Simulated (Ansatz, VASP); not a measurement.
# GaAs in VASP and in Ansatz

INCAR

```
SYSTEM = GaAs
PREC = Accurate
ENCUT = 500
EDIFF = 1E-6
ISMEAR = 0
SIGMA = 0.02
LREAL = .False.
LASPH = .True.
NELM = 120
ALGO = Normal
ISIF = 2
LWAVE = .False.
LCHARG = .True.
GGA = PS
LELF = .True.
LVHAR = .True.
NBANDS = 16
GGA_COMPAT = .False.
```

Contents of KPOINTS:

```
Automatic mesh
0
Gamma
  12 12 12
  0 0 0
```

Contents of POSCAR:

```
GaAs
1.0
    0.0000000000      2.8295489286      2.8295489286
    2.8295489286      0.0000000000      2.8295489286
    2.8295489286      2.8295489286      0.0000000000
Ga As
1 1
Direct
    0.0000000000      0.0000000000      0.0000000000
    0.7500000000      0.7500000000      0.7500000000
```

Input for Ansatz:

```yaml
crystal:
  lattice:
    - [0.0, 2.8295489286, 2.8295489286]
    - [2.8295489286, 0.0, 2.8295489286]
    - [2.8295489286, 2.8295489286, 0.0]
  atoms:
    - { symbol: Ga, position: [0.0, 0.0, 0.0] }
    - { symbol: As, position: [0.75, 0.75, 0.75] }
basis:
  ecutwfc: 420
kpoints:
  mp_grid: { grid: [12, 12, 12] }
  band_path:
    path:
      - [[0.0, 0.0, 0.0], [-0.5, -0.5, 0.0], [-0.375, -0.375, 0.25]]
      - [[-0.375, 0.0, 0.375], [0.0, 0.0, 0.0], [0.0, 0.0, 0.5], [-0.5, -0.25, 0.25], [-0.5, -0.5, 0.0]]
    npoints: 10
hamiltonian:
  xc: pbesol
  pseudopotentials: { kind: paw }
scf:
  occupations: { method: gaussian, width: 0.02 }
  n_extra_bands: 7
output:
  forces: true
  stress: true
  eigenvalues: true
```

Alike in both runs: task single point; functional PBEsol; k mesh 12 × 12 × 12; occupations gaussian, width 0.02 eV; no spin polarisation.

|  | VASP | Ansatz |
| --- | --- | --- |
| version | VASP 6.6.1 | Ansatz 0.2.0 |
| potentials or method | VASP PAW PBE potentials, release 64 (Ga_d, As), cutoff 500 eV | scalar-relativistic, plane waves, PAW |
| valence electrons in the cell | 18 | 28 |

Ansatz gave:

```
gap on the k mesh at the Fermi level (eV) : 0.42
least direct gap on the mesh (eV)         : 0.42
pressure (GPa)                            : 0.0
```

**Question.** Which values does VASP return?

**Answer.** gap on the k mesh at the Fermi level (eV): 0.43; least direct gap on the mesh (eV): 0.43; pressure (GPa): 0.2.

VASP's potentials were made for PBE, not for PBEsol. VASP's potentials hold 18 valence electrons a cell and Ansatz's 28, so a difference there can come from the potentials and not from the codes.
